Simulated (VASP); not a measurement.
Crystal: AlN.

```
Al N
1.0
     3.14401    0.00000    0.00000
    -1.57201    2.72279    0.00000
     0.00000    0.00000    5.15976
Al N
2 2
Direct
  0.33333 0.66667 0.49958
  0.66667 0.33333 0.99958
  0.33333 0.66667 0.87542
  0.66667 0.33333 0.37542
```

* Program: VASP 6.6.1
* Task: relaxation of cell and atoms
* Functional: PBE
* Potentials or basis: VASP PAW PBE potentials, release 64 (Al, N)
* Cutoff: 600 eV
* k mesh: 12 × 12 × 6
* Occupations: gaussian, width 0.02 eV
* Spin: no spin polarisation

At the start: pressure -6.8 GPa; volume 11.04 Å³/atom.

Problem. How do energy, volume and symmetry change on relaxing?

Solution. Over 8 steps the energy falls by 12.6 meV/atom and the volume is 10.62 Å³/atom (-3.8 %); space group P6_3mc (No. 186, to 0.05 Å).

Step by step:
```csv
step,energy change (eV),largest force (eV/Å),pressure (GPa),volume (Å³)
1,0.0000,0.1129,-6.79,44.17
2,-0.0234,0.1786,6.27,41.24
3,-0.0446,0.1386,0.56,42.40
4,-0.0495,0.0613,0.15,42.47
5,-0.0505,0.0110,-0.14,42.52
6,-0.0505,0.0136,-0.13,42.52
7,-0.0505,0.0091,0.11,42.47
8,-0.0505,0.0015,0.01,42.49
```

Final structure:
```xyz
4
Lattice="3.1277 0.0000 0.0000 -1.5638 2.7087 0.0000 0.0000 0.0000 5.0156" Properties=species:S:1:pos:R:3 pbc="T T T"
Al    0.0000    1.8058    2.4916
Al    1.5638    0.9029    4.9994
N     0.0000    1.8058    4.4048
N     1.5638    0.9029    1.8970
```
